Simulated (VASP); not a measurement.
Wanted: the native input for a VASP 6.6.1 run.

```
Task                   : single point
Functional             : PBE
Potentials or basis    : VASP PAW PBE potentials, release 64 (Mo_sv)
Cutoff                 : 520 eV
k mesh                 : 17 × 17 × 17
Occupations            : fermi-dirac, width 0.05 eV
Spin                   : collinear spin, ferromagnetic start
Starting moments       : [0.5] μB
Fixed moment           : 0.5 μB
Dipole correction      : no
Further INCAR settings : ALGO = Normal; EDIFF = 1e-06; NBANDS = 17
```

The structure of Mo lies in POSCAR:

```
Mo
1.0
   -1.5734150000      1.5734150000      1.5734150000
    1.5734150000     -1.5734150000      1.5734150000
    1.5734150000      1.5734150000     -1.5734150000
Mo
1
Direct
    0.0000000000      0.0000000000      0.0000000000
```

The input as run:

INCAR

```
  PREC = Accurate
  ENCUT = 520
  EDIFF = 1E-6
  ISMEAR = -1
  SIGMA = 0.05
  LREAL = F
  LASPH = T
  NELM = 150
  ALGO = Normal
  ISIF = 2
  LWAVE = F
  LCHARG = F
  ISPIN = 2
  MAGMOM = 0.5
  LORBIT = 11
  NUPDOWN = 0.5
  LMAXMIX = 4
  GGA = PE
  NBANDS = 17
```

KPOINTS

```
regular mesh
0
Gamma
  17 17 17
```

Potentials or basis: VASP PAW PBE potentials, release 64 (Mo_sv).

Run with:

```console
$ cat potpaw_PBE.64/Mo_sv/POTCAR > POTCAR
$ mpirun -np 1 vasp_std > vasp.out
```

Results of the run:

```
Pressure                                              : 5.4 GPa
Net moment                                            : 0.50 μB per cell
Site moments                                          : Mo +0.41 μB
Valence electrons inside the program's atomic spheres : Mo 12.52
```

Caveat: the total moment is fixed, so each spin has its own Fermi level.

Wall time 29 s on 1 thread of Intel(R) Xeon(R) 6975P-C (Granite Rapids), on a shared host, peak memory 0.17 GiB.
